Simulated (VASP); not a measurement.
# BaO (a) (Fm-3m) in VASP: further runs

The runs below take BaO (a) through single point, with PBE.

Everything below comes from runs of VASP 6.6.1. Logs are shortened: lines on timing, memory, paths and dates and some standing lists are left out, and cuts for length are marked.

**1. The cell of the first run**

Symmetry: Fm-3m, No. 225, cubic system. The conventional cell has a = 5.574 Å, b = 5.574 Å, c = 5.574 Å, α = 90.00°, β = 90.00°, γ = 90.00°. Ba (site symmetry m-3m) has 6 O at 2.79 Å within 3.7 Å. O (site symmetry m-3m) has 6 Ba at 2.79 Å within 3.7 Å.

**2. Single point, PBE**

The input, INCAR:

```
SYSTEM = BaO
ALGO = Normal
EDIFF = 1E-6
ENCUT = 600
GGA = PE
GGA_COMPAT = .FALSE.
ISIF = 2
ISMEAR = 0
LASPH = .TRUE.
LCHARG = .FALSE.
LREAL = .FALSE.
LWAVE = .FALSE.
NBANDS = 15
NELM = 120
PREC = Accurate
SIGMA = 0.02
```

The input, KPOINTS:

```
k-points
0
G
  8 8 8
  0 0 0
```

The input, POSCAR:

```
BaO
1.0
    0.0000000000      2.7869987709      2.7869987709
    2.7869987709      0.0000000000      2.7869987709
    2.7869987709      2.7869987709      0.0000000000
Ba O
1 1
Direct
    0.0000000000      0.0000000000      0.0000000000
    0.5000000000      0.5000000000      0.5000000000
```

Potentials or basis: VASP PAW PBE potentials, release 64 (Ba_sv, O).

Started as:

```console
$ cat potpaw_PBE.64/Ba_sv/POTCAR potpaw_PBE.64/O/POTCAR > POTCAR
$ mpirun -np 1 vasp_std > vasp.out
```

OUTCAR:

```text
SYSTEM = BaO
   EDIFF = 1E-6
   ENCUT = 600
   GGA = PE
   ISIF = 2
   ISMEAR = 0
   LASPH = .TRUE.
   LREAL = .FALSE.
   NELM = 120
   PREC = Accurate

 ion  position               nearest neighbor table
   1  0.000  0.000  0.000-   2 2.79   2 2.79   2 2.79   2 2.79   2 2.79   2 2.79
   2  0.500  0.500  0.500-   1 2.79   1 2.79   1 2.79   1 2.79   1 2.79   1 2.79

  LATTYP: Found a face centered cubic cell.
 ALAT       =     5.5739975418

  Lattice vectors:

 A1 = (   0.0000000000,   2.7869987709,   2.7869987709)
 A2 = (   2.7869987709,   0.0000000000,   2.7869987709)
 A3 = (   2.7869987709,   2.7869987709,   0.0000000000)

Analysis of symmetry for initial positions (statically):
=====================================================================
 Subroutine PRICEL returns:
 Original cell was already a primitive cell.

 Routine SETGRP: Setting up the symmetry group for a
 face centered cubic supercell.

 Subroutine GETGRP returns: Found 48 space group operations
 (whereof 48 operations were pure point group operations)
 out of a pool of 48 trial point group operations.

The static configuration has the point symmetry O_h .

Analysis of symmetry for dynamics (positions and initial velocities):
=====================================================================
 Subroutine PRICEL returns:
 Original cell was already a primitive cell.

 Routine SETGRP: Setting up the symmetry group for a
 face centered cubic supercell.

 Subroutine GETGRP returns: Found 48 space group operations
 (whereof 48 operations were pure point group operations)
 out of a pool of 48 trial point group operations.

The dynamic configuration has the point symmetry O_h .

 Subroutine INISYM returns: Found 48 space group operations
 (whereof 48 operations are pure point group operations),
 and found     1 'primitive' translations

----------------------------------------------------------------------------------------

                                     Primitive cell

  volume of cell :      43.2953

  direct lattice vectors                    reciprocal lattice vectors
     0.000000000  2.786998771  2.786998771    -0.179404457  0.179404457  0.179404457
     2.786998771  0.000000000  2.786998771     0.179404457 -0.179404457  0.179404457
     2.786998771  2.786998771  0.000000000     0.179404457  0.179404457 -0.179404457

  length of vectors
     3.941411460  3.941411460  3.941411460     0.310737634  0.310737634  0.310737634

  position of ions in fractional coordinates (direct lattice)
     0.000000000  0.000000000  0.000000000
     0.500000000  0.500000000  0.500000000

  ion indices of the primitive-cell ions
   primitive index   ion index
                 1           1
                 2           2

----------------------------------------------------------------------------------------

 KPOINTS: k-points

Automatic generation of k-mesh.
 Grid dimensions read from file:
 generate k-points for:    8    8    8

 Generating k-lattice:

  Cartesian coordinates                     Fractional coordinates (reciprocal lattice)
    -0.022425557  0.022425557  0.022425557     0.125000000  0.000000000  0.000000000
     0.022425557 -0.022425557  0.022425557     0.000000000  0.125000000  0.000000000
     0.022425557  0.022425557 -0.022425557     0.000000000  0.000000000  0.125000000

  Length of vectors
     0.038842204  0.038842204  0.038842204

  Shift w.r.t. Gamma in fractional coordinates (k-lattice)
     0.000000000  0.000000000  0.000000000

 Subroutine IBZKPT returns following result:
 ===========================================

 Found     29 irreducible k-points:

 Following reciprocal coordinates:
            Coordinates               Weight
  0.000000  0.000000  0.000000      1.000000
  0.125000  0.000000  0.000000      8.000000
  0.250000  0.000000  0.000000      8.000000
  0.375000  0.000000  0.000000      8.000000
  0.500000  0.000000  0.000000      4.000000
  0.125000  0.125000  0.000000      6.000000
[... 16 lines left out ...]
  0.500000  0.250000  0.125000     48.000000
 -0.375000  0.250000  0.125000     24.000000
 [... further k-points ...]
   k-points           NKPTS =     29   k-points in BZ     NKDIM =     29   number of bands    NBANDS=     15
   number of dos      NEDOS =    301   number of ions     NIONS =      2
   total plane-waves  NPLWV =  32768
   dimension x,y,z NGX =    32 NGY =   32 NGZ =   32
   dimension x,y,z NGXF=    64 NGYF=   64 NGZF=   64
   ions per type =               1   1
   NGX,Y,Z   is equivalent  to a cutoff of  13.50, 13.50, 13.50 a.u.
   NGXF,Y,Z  is equivalent  to a cutoff of  26.99, 26.99, 26.99 a.u.
 SYSTEM =  BaO
   PREC   = accura    normal or accurate (medium, high low for compatibility)
   ISTART =      0    job   : 0-new  1-cont  2-samecut
   ICHARG =      2    charge: 1-file 2-atom 10-const
   ISPIN  =      1    spin polarized calculation?
   LNONCOLLINEAR =      F non collinear calculations
   LSORBIT =      F    spin-orbit coupling
   LASPH  =      T    aspherical Exc in radial PAW
   ENCUT  =  600.0 eV  44.10 Ry    6.64 a.u.   7.87  7.87  7.87*2*pi/ulx,y,z
   NELM   =    120;   NELMIN=  2; NELMDL= -5     # of ELM steps
   EDIFF  = 0.1E-05   stopping-criterion for ELM
   LREAL  =      F    real-space projection
[... 7 lines left out ...]
   TEBEG  =    0.0;   TEEND  =   0.0 temperature during run
   PSTRESS=    0.0 pullay stress
   NELECT =      16.0000    total number of electrons
   NUPDOWN=      -1.0000    fix difference up-down
   EMIN   =  10.00;   EMAX   =-10.00  energy-range for DOS
   EFERMI =   0.00;   METHOD = LEGACY
   ISMEAR =     0;   SIGMA  =   0.02  broadening in eV -4-tet -1-fermi 0-gaus
   EFERMI_NEDOS =   21; number of points for ismear=-14 and -15
   IALGO  =     38    algorithm
   IMIX   =      4    mixing-type and parameters
     AMIX     =   0.40;   BMIX     =  1.00
     AMIX_MAG =   1.60;   BMIX_MAG =  1.00
  volume/ion in A,a.u.               =      21.65       146.09
  Fermi-wavevector in a.u.,A,eV,Ry     =   1.174811  2.220071 18.778505  1.380181
  Thomas-Fermi vector in A             =   2.311202
   LORBIT       =      0    0 simple, 1 ext, 2 COOP (PROOUT), +10 PAW based schemes
   GGA     = PE    functional components
   LHFCALC =     F    Hartree Fock is set to
   AEXX    =    0.0000 exact exchange contribution
   IVDW    =     0    specifies the selected vdW correction
   LEPSILON=     F    determine dielectric tensor
   LRPA    =     F    only Hartree local field effects (RPA)
 non-spin polarized calculation
 Gauss-broadening in eV      SIGMA  =   0.02
  energy-cutoff  :      600.00
  volume of cell :       43.30
 maximum number of plane-waves:      1459
   NGX = 15   NGY = 15   NGZ = 15

 number of electron      16.0000002 magnetization

 Free energy of the ion-electron system (eV)
  ---------------------------------------------------
  ext. energy  EPLUGINS =         0.00000000
  ---------------------------------------------------
  free energy    TOTEN  =       -11.80658002 eV

  energy without entropy =      -11.80658002  energy(sigma->0) =      -11.80658002

 E-fermi :   1.9018     XC(G=0):  -9.5327

 val. band max:        1.7449482371   @ k =   0.5000   0.5000   0.0000
 cond. band min:       3.7829734317   @ k =   0.5000   0.5000   0.0000
 fundamental gap:      2.0380251946
 Fermi energy:         1.9017757836

 k-point     1 :       0.0000    0.0000    0.0000
  band No.  band energies     occupation
      1     -24.1668      2.00000
      2     -13.2159      2.00000
      3      -8.7151      2.00000
      4      -8.7151      2.00000
      5      -8.7151      2.00000
      6       1.4513      2.00000
      7       1.4513      2.00000
      8       1.4513      2.00000
      9       5.2116      0.00000
     10       6.4387      0.00000
     11       6.4387      0.00000
     12       6.4387      0.00000
     13       8.6573      0.00000
     14       8.6573      0.00000
     15      11.7054      0.00000

 k-point     2 :       0.1250    0.0000    0.0000
  band No.  band energies     occupation
      1     -24.1334      2.00000
      2     -13.3151      2.00000
      3      -8.7502      2.00000
      4      -8.7327      2.00000
      5      -8.7327      2.00000
      6       1.1196      2.00000
      7       1.2585      2.00000
      8       1.2585      2.00000
      9       5.8411      0.00000
     10       6.3226      0.00000
     11       6.7218      0.00000
     12       6.7218      0.00000
     13       9.0428      0.00000
     14       9.0428      0.00000
     15      12.6398      0.00000

 k-point     3 :       0.2500    0.0000    0.0000
  band No.  band energies     occupation
      1     -24.0512      2.00000
      2     -13.5552      2.00000
      3      -8.8288      2.00000
      4      -8.7743      2.00000
      5      -8.7743      2.00000
      6       0.5018      2.00000
      7       0.8463      2.00000
      8       0.8463      2.00000
      9       6.2106      0.00000
     10       7.4225      0.00000
     11       7.4864      0.00000
     12       7.4864      0.00000
     13      10.0016      0.00000
     14      10.0016      0.00000
     15      14.6510      0.00000

 k-point     4 :       0.3750    0.0000    0.0000
  band No.  band energies     occupation
      1     -23.9662      2.00000
      2     -13.7962      2.00000
      3      -8.8997      2.00000
      4      -8.8147      2.00000
      5      -8.8147      2.00000
      6       0.0074      2.00000
      7       0.4892      2.00000
      8       0.4892      2.00000
      9       6.4691      0.00000
     10       8.4057      0.00000
     11       8.4057      0.00000
     12       9.0511      0.00000
     13      11.2171      0.00000
     14      11.2171      0.00000
     15      15.4479      0.00000
[... 307 lines left out ...]
 k-point    22 :       0.3750    0.2500    0.1250
  band No.  band energies     occupation
      1     -23.9918      2.00000
      2     -13.5885      2.00000
      3      -9.1116      2.00000
      4      -8.9474      2.00000
      5      -8.8501      2.00000
      6       0.3690      2.00000
      7       0.8204      2.00000
      8       1.3892      2.00000
      9       5.4029      0.00000
     10       7.3587      0.00000
     11       8.3446      0.00000
     12       8.6622      0.00000
     13      10.2605      0.00000
     14      10.9591      0.00000
     15      16.0821      0.00000

 k-point    23 :       0.5000    0.2500    0.1250
  band No.  band energies     occupation
      1     -23.9247      2.00000
      2     -13.6932      2.00000
      3      -9.2846      2.00000
      4      -9.1644      2.00000
      5      -8.8311      2.00000
      6       0.3755      2.00000
      7       0.6336      2.00000
      8       1.2278      2.00000
      9       5.8919      0.00000
     10       7.6830      0.00000
     11       9.0257      0.00000
     12       9.1827      0.00000
     13      11.1403      0.00000
     14      12.5666      0.00000
     15      14.3997      0.00000

 k-point    24 :      -0.3750    0.2500    0.1250
  band No.  band energies     occupation
      1     -23.8964      2.00000
      2     -13.7375      2.00000
      3      -9.3047      2.00000
      4      -9.3018      2.00000
      5      -8.8237      2.00000
      6       0.2822      2.00000
      7       0.8636      2.00000
      8       0.9325      2.00000
      9       6.5845      0.00000
     10       7.1841      0.00000
     11       9.4855      0.00000
     12       9.5363      0.00000
     13      11.6849      0.00000
     14      13.3704      0.00000
     15      13.7193      0.00000

 [... further k-points ...]

------------------------ aborting loop because EDIFF is reached ----------------------------------------

  FORCE on cell =-STRESS in cart. coord.  units (eV):
  Direction    XX          YY          ZZ          XY          YZ          ZX
  --------------------------------------------------------------------------------------
  -------------------------------------------------------------------------------------
  Total        0.4056951      0.4056951      0.4056951      0.0000000      0.0000000      0.0000000
  in kB       15.0130870     15.0130870     15.0130870      0.0000000      0.0000000      0.0000000
  external PRESSURE =      15.0130870 kB  Pullay stress =       0.0000000 kB

 VOLUME and BASIS-vectors are now :
 -----------------------------------------------------------------------------
  energy-cutoff  :      600.00
  volume of cell :       43.30
      direct lattice vectors                 reciprocal lattice vectors
     0.000000000  2.786998771  2.786998771    -0.179404457  0.179404457  0.179404457
     2.786998771  0.000000000  2.786998771     0.179404457 -0.179404457  0.179404457
     2.786998771  2.786998771  0.000000000     0.179404457  0.179404457 -0.179404457

 POSITION                                       TOTAL-FORCE (eV/Angst)
 -----------------------------------------------------------------------------------
      0.00000      0.00000      0.00000         0.000000     -0.000000      0.000000
      2.78700      2.78700      2.78700        -0.000000      0.000000      0.000000
 -----------------------------------------------------------------------------------
    total drift:                                0.000000     -0.000000      0.000000

  FREE ENERGIE OF THE ION-ELECTRON SYSTEM (eV)
  ---------------------------------------------------
  free  energy   TOTEN  =       -11.8065800249 eV

  energy  without entropy=      -11.8065800249  energy(sigma->0) =      -11.80658002
```

Wall time 19 s (1 thread of AMD EPYC 7R43 (Zen 3), shared host); peak memory 0.15 GiB.

What came out:

```
Free energy            : -11.8066 eV
Pressure               : 1.5 GPa
Band gap on the k mesh : 2.04 eV, direct
```

Caveat: spin-orbit coupling is left out, which moves the levels of the heavy elements.

**3. Single point, PBE**

The input, INCAR:

```
PREC = Accurate ; ENCUT = 600
EDIFF = 1E-6 ; ISMEAR = 0
SIGMA = 0.02 ; LREAL = F
LASPH = T ; NELM = 120
ALGO = Normal ; ISIF = 2
LWAVE = F ; LCHARG = F
GGA = PE ; NBANDS = 15
GGA_COMPAT = F
```

The input, KPOINTS:

```
regular mesh
0
Gamma
  8 8 8
```

POSCAR is that of step 2.

Potentials or basis: VASP PAW PBE potentials, release 64 (Ba_sv, O).

Started as:

```console
$ cat potpaw_PBE.64/Ba_sv/POTCAR potpaw_PBE.64/O/POTCAR > POTCAR
$ mpirun -np 1 vasp_std > vasp.out
```

OUTCAR:

```text
PREC = Accurate
   ENCUT = 600
   EDIFF = 1E-6
   ISMEAR = 0
   LREAL = F
   LASPH = T
   NELM = 120
   ISIF = 2
   GGA = PE

 ion  position               nearest neighbor table
   1  0.000  0.000  0.000-   2 2.79   2 2.79   2 2.79   2 2.79   2 2.79   2 2.79
   2  0.500  0.500  0.500-   1 2.79   1 2.79   1 2.79   1 2.79   1 2.79   1 2.79

  LATTYP: Found a face centered cubic cell.
 ALAT       =     5.5739975418

  Lattice vectors:

[... 616 lines left out ...]

 [... further k-points ...]

------------------------ aborting loop because EDIFF is reached ----------------------------------------

  FORCE on cell =-STRESS in cart. coord.  units (eV):
  Direction    XX          YY          ZZ          XY          YZ          ZX
  --------------------------------------------------------------------------------------
  -------------------------------------------------------------------------------------
  Total        0.4056951      0.4056951      0.4056951      0.0000000      0.0000000      0.0000000
  in kB       15.0130870     15.0130870     15.0130870      0.0000000      0.0000000      0.0000000
  external PRESSURE =      15.0130870 kB  Pullay stress =       0.0000000 kB

 VOLUME and BASIS-vectors are now :
 -----------------------------------------------------------------------------
  energy-cutoff  :      600.00
  volume of cell :       43.30
      direct lattice vectors                 reciprocal lattice vectors
     0.000000000  2.786998771  2.786998771    -0.179404457  0.179404457  0.179404457
     2.786998771  0.000000000  2.786998771     0.179404457 -0.179404457  0.179404457
     2.786998771  2.786998771  0.000000000     0.179404457  0.179404457 -0.179404457

 POSITION                                       TOTAL-FORCE (eV/Angst)
 -----------------------------------------------------------------------------------
      0.00000      0.00000      0.00000         0.000000     -0.000000      0.000000
      2.78700      2.78700      2.78700        -0.000000      0.000000      0.000000
 -----------------------------------------------------------------------------------
    total drift:                                0.000000     -0.000000      0.000000

  FREE ENERGIE OF THE ION-ELECTRON SYSTEM (eV)
  ---------------------------------------------------
  free  energy   TOTEN  =       -11.8065800249 eV

  energy  without entropy=      -11.8065800249  energy(sigma->0) =      -11.80658002
```

OSZICAR:

```text
N       E                     dE             d eps       ncg     rms          rms(c)
DAV:   1     0.892389300078E+02    0.89239E+02   -0.85367E+03   870   0.111E+03
DAV:   2    -0.979114273081E+01   -0.99030E+02   -0.89078E+02  1218   0.213E+02
DAV:   3    -0.143616683933E+02   -0.45705E+01   -0.45427E+01  1113   0.461E+01
DAV:   4    -0.144171591293E+02   -0.55491E-01   -0.55487E-01  1017   0.525E+00
DAV:   5    -0.144182010145E+02   -0.10419E-02   -0.10419E-02  1124   0.602E-01    0.949E+00
DAV:   6    -0.120719102268E+02    0.23463E+01   -0.88474E+00   933   0.216E+01    0.624E+00
DAV:   7    -0.118305781960E+02    0.24133E+00   -0.66646E-01   976   0.637E+00    0.216E+00
DAV:   8    -0.118062881918E+02    0.24290E-01   -0.10825E-01  1045   0.334E+00    0.546E-01
DAV:   9    -0.118052680858E+02    0.10201E-02   -0.10351E-02  1017   0.967E-01    0.167E-01
DAV:  10    -0.118065947634E+02   -0.13267E-02   -0.28759E-03   926   0.431E-01    0.493E-02
DAV:  11    -0.118065723000E+02    0.22463E-04   -0.17234E-04  1094   0.108E-01    0.274E-02
DAV:  12    -0.118065809128E+02   -0.86128E-05   -0.24179E-05   926   0.446E-02    0.529E-03
DAV:  13    -0.118065800249E+02    0.88793E-06   -0.20022E-06  1015   0.129E-02
   1 F= -.11806580E+02 E0= -.11806580E+02  d E =-.130844E-30
```

Run time: 19 s. Hardware: 1 thread of AMD EPYC 7R43 (Zen 3), shared host; peak memory 0.15 GiB.

What came out:

```
Free energy            : -11.8066 eV
Pressure               : 1.5 GPa
Band gap on the k mesh : 2.04 eV, direct
```

Levels at points of the mesh, in eV from the valence-band top:
```
           k point  band 5  band 6  band 7  band 8  band 9  band 10  band 11  band 12
(0.00, 0.00, 0.00)  -10.46   -0.29   -0.29   -0.29    3.47     4.69     4.69     4.69
(0.50, 0.00, 0.00)  -10.58   -1.92   -1.39   -1.39    4.91     7.10     7.10     8.08
(0.50, 0.50, 0.00)  -11.01   -0.13   -0.13    0.00    2.04     5.90     8.80     9.28
```

Caveat: spin-orbit coupling is left out, which moves the levels of the heavy elements.
